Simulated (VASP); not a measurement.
# MgSe (f.bd3) (Fm-3m) in VASP: further runs

Runs on MgSe (f.bd3). Level: PBE+D3(BJ). Tasks: single point.

All numbers are computed with VASP 6.6.1; they aren't measurements. Logs are shortened: lines on timing, memory, paths and dates and some standing lists are left out, and cuts for length are marked.

## 1. The cell of the first run

It takes space group Fm-3m (No. 225, cubic). Conventional cell: a = 5.450 Å, b = 5.450 Å, c = 5.450 Å, α = 90.00°, β = 90.00°, γ = 90.00°. Mg (site symmetry m-3m) has 6 Se at 2.73 Å within 3.6 Å. Se (site symmetry m-3m) has 6 Mg at 2.73 Å within 3.6 Å.

## 2. Single point, PBE+D3(BJ)

Contents of INCAR:

```
  PREC = Accurate
  ENCUT = 600
  EDIFF = 1E-6
  ISMEAR = 0
  SIGMA = 0.1
  LREAL = False
  LASPH = True
  NELM = 120
  ALGO = Normal
  ISIF = 2
  LWAVE = False
  LCHARG = False
  GGA = PE
  IVDW = 12
  NBANDS = 11
  GGA_COMPAT = False
```

Contents of KPOINTS:

```
Automatic mesh
0
Gamma
  6 6 6
```

Contents of POSCAR:

```
MgSe
1.0
    0.0000000000      2.7250000000      2.7250000000
    2.7250000000      0.0000000000      2.7250000000
    2.7250000000      2.7250000000      0.0000000000
Mg Se
1 1
Direct
    0.0000000000      0.0000000000      0.0000000000
    0.5000000000      0.5000000000      0.5000000000
```

Potentials or basis: VASP PAW PBE potentials, release 64 (Mg, Se).

Started as:

```bash
cat potpaw_PBE.64/Mg/POTCAR potpaw_PBE.64/Se/POTCAR > POTCAR
mpirun -np 1 vasp_std > vasp.out
```

OUTCAR:

```text
PREC = Accurate
   ENCUT = 600
   EDIFF = 1E-6
   ISMEAR = 0
   LREAL = False
   LASPH = True
   NELM = 120
   ISIF = 2
   GGA = PE
   IVDW = 12
 IVDW          = 12

 ion  position               nearest neighbor table
   1  0.000  0.000  0.000-   2 2.73   2 2.73   2 2.73   2 2.73   2 2.73   2 2.73
   2  0.500  0.500  0.500-   1 2.73   1 2.73   1 2.73   1 2.73   1 2.73   1 2.73

  LATTYP: Found a face centered cubic cell.
 ALAT       =     5.4500000000

  Lattice vectors:

 A1 = (   0.0000000000,   2.7250000000,   2.7250000000)
 A2 = (   2.7250000000,   0.0000000000,   2.7250000000)
 A3 = (   2.7250000000,   2.7250000000,   0.0000000000)

Analysis of symmetry for initial positions (statically):
=====================================================================
 Subroutine PRICEL returns:
 Original cell was already a primitive cell.

 Routine SETGRP: Setting up the symmetry group for a
 face centered cubic supercell.

 Subroutine GETGRP returns: Found 48 space group operations
 (whereof 48 operations were pure point group operations)
 out of a pool of 48 trial point group operations.

The static configuration has the point symmetry O_h .

Analysis of symmetry for dynamics (positions and initial velocities):
=====================================================================
 Subroutine PRICEL returns:
 Original cell was already a primitive cell.

 Routine SETGRP: Setting up the symmetry group for a
 face centered cubic supercell.

 Subroutine GETGRP returns: Found 48 space group operations
 (whereof 48 operations were pure point group operations)
 out of a pool of 48 trial point group operations.

The dynamic configuration has the point symmetry O_h .

 Subroutine INISYM returns: Found 48 space group operations
 (whereof 48 operations are pure point group operations),
 and found     1 'primitive' translations

----------------------------------------------------------------------------------------

                                     Primitive cell

  volume of cell :      40.4697

  direct lattice vectors                    reciprocal lattice vectors
     0.000000000  2.725000000  2.725000000    -0.183486239  0.183486239  0.183486239
     2.725000000  0.000000000  2.725000000     0.183486239 -0.183486239  0.183486239
     2.725000000  2.725000000  0.000000000     0.183486239  0.183486239 -0.183486239

  length of vectors
     3.853731957  3.853731957  3.853731957     0.317807488  0.317807488  0.317807488

  position of ions in fractional coordinates (direct lattice)
     0.000000000  0.000000000  0.000000000
     0.500000000  0.500000000  0.500000000

  ion indices of the primitive-cell ions
   primitive index   ion index
                 1           1
                 2           2

----------------------------------------------------------------------------------------

 KPOINTS: Automatic mesh

Automatic generation of k-mesh.
 Grid dimensions read from file:
 generate k-points for:    6    6    6

 Generating k-lattice:

  Cartesian coordinates                     Fractional coordinates (reciprocal lattice)
    -0.030581040  0.030581040  0.030581040     0.166666667  0.000000000  0.000000000
     0.030581040 -0.030581040  0.030581040     0.000000000  0.166666667  0.000000000
     0.030581040  0.030581040 -0.030581040     0.000000000  0.000000000  0.166666667

  Length of vectors
     0.052967915  0.052967915  0.052967915

  Shift w.r.t. Gamma in fractional coordinates (k-lattice)
     0.000000000  0.000000000  0.000000000

 Subroutine IBZKPT returns following result:
 ===========================================

 Found     16 irreducible k-points:

 Following reciprocal coordinates:
            Coordinates               Weight
  0.000000  0.000000  0.000000      1.000000
  0.166667  0.000000  0.000000      8.000000
  0.333333  0.000000  0.000000      8.000000
  0.500000  0.000000  0.000000      4.000000
  0.166667  0.166667  0.000000      6.000000
  0.333333  0.166667  0.000000     24.000000
[... 8 lines left out ...]
 -0.333333  0.333333  0.166667     24.000000
 -0.333333  0.500000  0.166667     12.000000
   k-points           NKPTS =     16   k-points in BZ     NKDIM =     16   number of bands    NBANDS=     11
   number of dos      NEDOS =    301   number of ions     NIONS =      2
   total plane-waves  NPLWV =  32768
   dimension x,y,z NGX =    32 NGY =   32 NGZ =   32
   dimension x,y,z NGXF=    64 NGYF=   64 NGZF=   64
   ions per type =               1   1
   NGX,Y,Z   is equivalent  to a cutoff of  13.80, 13.80, 13.80 a.u.
   NGXF,Y,Z  is equivalent  to a cutoff of  27.61, 27.61, 27.61 a.u.
 SYSTEM =  unknown system
   PREC   = accura    normal or accurate (medium, high low for compatibility)
   ISTART =      0    job   : 0-new  1-cont  2-samecut
   ICHARG =      2    charge: 1-file 2-atom 10-const
   ISPIN  =      1    spin polarized calculation?
   LNONCOLLINEAR =      F non collinear calculations
   LSORBIT =      F    spin-orbit coupling
   LASPH  =      T    aspherical Exc in radial PAW
   ENCUT  =  600.0 eV  44.10 Ry    6.64 a.u.   7.70  7.70  7.70*2*pi/ulx,y,z
   NELM   =    120;   NELMIN=  2; NELMDL= -5     # of ELM steps
   EDIFF  = 0.1E-05   stopping-criterion for ELM
   LREAL  =      F    real-space projection
   EDIFFG = 0.1E-04   stopping-criterion for IOM
   NSW    =      0    number of steps for IOM
   IBRION =     -1    ionic relax: 0-MD 1-quasi-New 2-CG
   NFREE  =      0    steps in history (QN), initial steepest desc. (CG)
   ISIF   =      2    stress and relaxation
   ISYM   =      2    0-nonsym 1-usesym 2-fastsym
   POTIM  = 0.5000    time-step for ionic-motion
   TEBEG  =    0.0;   TEEND  =   0.0 temperature during run
   PSTRESS=    0.0 pullay stress
   NELECT =       8.0000    total number of electrons
   NUPDOWN=      -1.0000    fix difference up-down
   EMIN   =  10.00;   EMAX   =-10.00  energy-range for DOS
   EFERMI =   0.00;   METHOD = LEGACY
   ISMEAR =     0;   SIGMA  =   0.10  broadening in eV -4-tet -1-fermi 0-gaus
   EFERMI_NEDOS =   21; number of points for ismear=-14 and -15
   IALGO  =     38    algorithm
   IMIX   =      4    mixing-type and parameters
     AMIX     =   0.40;   BMIX     =  1.00
     AMIX_MAG =   1.60;   BMIX_MAG =  1.00
  volume/ion in A,a.u.               =      20.23       136.55
  Fermi-wavevector in a.u.,A,eV,Ry     =   0.953663  1.802162 12.374136  0.909473
  Thomas-Fermi vector in A             =   2.082339
   LORBIT       =      0    0 simple, 1 ext, 2 COOP (PROOUT), +10 PAW based schemes
   GGA     = PE    functional components
   LHFCALC =     F    Hartree Fock is set to
   AEXX    =    0.0000 exact exchange contribution
   IVDW    =    12    specifies the selected vdW correction
   LEPSILON=     F    determine dielectric tensor
   LRPA    =     F    only Hartree local field effects (RPA)
 non-spin polarized calculation
 Gauss-broadening in eV      SIGMA  =   0.10
  energy-cutoff  :      600.00
  volume of cell :       40.47
 maximum number of plane-waves:      1363
   NGX = 15   NGY = 15   NGZ = 15

 number of electron       8.0000000 magnetization

 Free energy of the ion-electron system (eV)
  ---------------------------------------------------
  ext. energy  EPLUGINS =         0.00000000
  ---------------------------------------------------
  free energy    TOTEN  =        -7.47836222 eV

  energy without entropy =       -7.47836222  energy(sigma->0) =       -7.47836222

 E-fermi :   3.6606     XC(G=0):  -9.4907

 val. band max:        3.2365447139   @ k =   0.0000   0.0000   0.0000
 cond. band min:       5.0360886495   @ k =   0.5000   0.5000   0.0000
 fundamental gap:      1.7995439356
 Fermi energy:         3.6605614299

 k-point     1 :       0.0000    0.0000    0.0000
  band No.  band energies     occupation
      1      -9.7105      2.00000
      2       3.2365      2.00000
      3       3.2365      2.00000
      4       3.2365      2.00000
      5       5.8360      0.00000
      6      10.6454      0.00000
      7      10.6454      0.00000
      8      10.6454      0.00000
      9      13.2050      0.00000
     10      13.2050      0.00000
     11      14.2136      0.00000

 k-point     2 :       0.1667    0.0000    0.0000
  band No.  band energies     occupation
      1      -9.4786      2.00000
      2       1.4056      2.00000
      3       3.0678      2.00000
      4       3.0678      2.00000
      5       7.1335      0.00000
      6      10.3720      0.00000
      7      10.8241      0.00000
      8      10.8241      0.00000
      9      12.1313      0.00000
     10      12.1313      0.00000
     11      13.7470      0.00000

 k-point     3 :       0.3333    0.0000    0.0000
  band No.  band energies     occupation
      1      -8.9281      2.00000
      2      -0.7863      2.00000
      3       2.7788      2.00000
      4       2.7788      2.00000
      5       7.2495      0.00000
      6       9.7823      0.00000
      7       9.7823      0.00000
      8      11.8287      0.00000
      9      13.1785      0.00000
     10      14.0250      0.00000
     11      14.0250      0.00000

 k-point     4 :       0.5000    0.0000    0.0000
  band No.  band energies     occupation
      1      -8.5868      2.00000
      2      -1.7198      2.00000
      3       2.6527      2.00000
      4       2.6527      2.00000
      5       7.0622      0.00000
      6       9.3326      0.00000
      7       9.3326      0.00000
      8      11.8657      0.00000
      9      14.6859      0.00000
     10      17.1253      0.00000
     11      17.1253      0.00000
[... 127 lines left out ...]
 k-point    14 :       0.5000    0.3333    0.1667
  band No.  band energies     occupation
      1      -8.5559      2.00000
      2      -0.6118      2.00000
      3       0.9440      2.00000
      4       1.9218      2.00000
      5       7.6389      0.00000
      6       9.4333      0.00000
      7       9.7574      0.00000
      8      12.4459      0.00000
      9      14.0980      0.00000
     10      16.6025      0.00000
     11      17.5488      0.00000

 k-point    15 :      -0.3333    0.3333    0.1667
  band No.  band energies     occupation
      1      -8.3254      2.00000
      2      -0.8198      2.00000
      3       0.4238      2.00000
      4       1.5355      2.00000
      5       7.7894      0.00000
      6       9.2230      0.00000
      7      11.5570      0.00000
      8      11.5594      0.00000
      9      14.2674      0.00000
     10      15.8044      0.00000
     11      18.4522      0.00000

 k-point    16 :      -0.3333    0.5000    0.1667
  band No.  band energies     occupation
      1      -8.2375      2.00000
      2      -0.6007      2.00000
      3       0.5523      2.00000
      4       0.8359      2.00000
      5       6.8202      0.00000
      6       9.0370      0.00000
      7      11.4342      0.00000
      8      12.7274      0.00000
      9      15.8390      0.00000
     10      17.1222      0.00000
     11      17.8533      0.00000

------------------------ aborting loop because EDIFF is reached ----------------------------------------

 Edisp (eV)   -0.74686

 E8    (eV) :    -0.3187

  FORCE on cell =-STRESS in cart. coord.  units (eV):
  Direction    XX          YY          ZZ          XY          YZ          ZX
  --------------------------------------------------------------------------------------
  -------------------------------------------------------------------------------------
  Total      -0.25894    -0.25894    -0.25894     0.00000     0.00000    -0.00000
  in kB     -10.25145   -10.25145   -10.25145     0.00000     0.00000    -0.00000
  external pressure =      -10.25 kB  Pullay stress =        0.00 kB

 VOLUME and BASIS-vectors are now :
 -----------------------------------------------------------------------------
  energy-cutoff  :      600.00
  volume of cell :       40.47
      direct lattice vectors                 reciprocal lattice vectors
     0.000000000  2.725000000  2.725000000    -0.183486239  0.183486239  0.183486239
     2.725000000  0.000000000  2.725000000     0.183486239 -0.183486239  0.183486239
     2.725000000  2.725000000  0.000000000     0.183486239  0.183486239 -0.183486239

 POSITION                                       TOTAL-FORCE (eV/Angst)
 -----------------------------------------------------------------------------------
      0.00000      0.00000      0.00000         0.000000     -0.000000      0.000000
      2.72500      2.72500      2.72500        -0.000000      0.000000     -0.000000
 -----------------------------------------------------------------------------------
    total drift:                               -0.000000     -0.000000      0.000000

  FREE ENERGIE OF THE ION-ELECTRON SYSTEM (eV)
  ---------------------------------------------------
  free  energy   TOTEN  =        -8.2252201577 eV

  energy  without entropy=       -8.2252201577  energy(sigma->0) =       -8.22522016
```

It took 6 s on 1 thread of Intel Xeon 6975P-C (Granite Rapids), shared host; peak memory 0.18 GiB.

Results:

- Free energy: -8.2252 eV
- Pressure: -1.0 GPa
- Band gap on the k mesh: 1.80 eV, indirect (least direct gap 2.60 eV)
- Dispersion energy per atom: -0.373 eV

A k mesh can miss the band edges. PBE gaps usually lie below the measured ones, often by a third to a half.

## 3. Single point, PBE+D3(BJ)

This run uses another cell than the first one, of 19.95 Å³/atom, 0.986 times its volume.

Contents of INCAR:

```
SYSTEM = MgSe
ALGO     = Normal         ! electronic algorithm
EDIFF    = 1E-6           ! SCF threshold, eV
ENCUT    = 600            ! plane-wave cutoff, eV
GGA      = PE             ! functional
GGA_COMPAT= .FALSE.      
ISIF     = 2              ! what is computed and relaxed
ISMEAR   = 0              ! smearing method
IVDW     = 12             ! dispersion correction
LASPH    = .TRUE.         ! aspherical terms in the spheres
LCHARG   = .FALSE.        ! write CHGCAR
LREAL    = .FALSE.        ! projectors in reciprocal space
LWAVE    = .FALSE.        ! write WAVECAR
NBANDS   = 11             ! bands
NELM     = 120            ! most SCF steps
PREC     = Accurate       ! precision mode
SIGMA    = 0.02           ! smearing width, eV
```

Contents of KPOINTS:

```
k-points
0
G
  8 8 8
  0 0 0
```

Contents of POSCAR:

```
MgSe
1.0
    0.0000000000      2.7119925112      2.7119925112
    2.7119925112      0.0000000000      2.7119925112
    2.7119925112      2.7119925112      0.0000000000
Mg Se
1 1
Direct
    0.0000000000      0.0000000000      0.0000000000
    0.5000000000      0.5000000000      0.5000000000
```

Potentials or basis: VASP PAW PBE potentials, release 64 (Mg, Se).

Started as:

```bash
cat potpaw_PBE.64/Mg/POTCAR potpaw_PBE.64/Se/POTCAR > POTCAR
mpirun -np 1 vasp_std > vasp.out
```

Wall time 7.5 s (1 thread of Intel Xeon 6975P-C (Granite Rapids), shared host); peak memory 0.18 GiB.

Results (log left out):

- Free energy: -8.2323 eV
- Pressure: -0.1 GPa
- Band gap on the k mesh: 1.83 eV, indirect (least direct gap 2.70 eV)
- Dispersion energy per atom: -0.379 eV

Levels at points of the mesh, in eV from the valence-band top:
```csv
k point,band 1,band 2,band 3,band 4,band 5,band 6,band 7,band 8,band 9
"(0.00, 0.00, 0.00)",-13.03,0.00,0.00,0.00,2.70,7.41,7.41,7.41,10.00
"(0.50, 0.00, 0.00)",-11.87,-5.03,-0.60,-0.60,3.85,6.12,6.12,8.74,11.55
"(0.50, 0.50, 0.00)",-11.54,-4.35,-1.82,-1.82,1.83,3.92,11.90,12.33,12.33
```
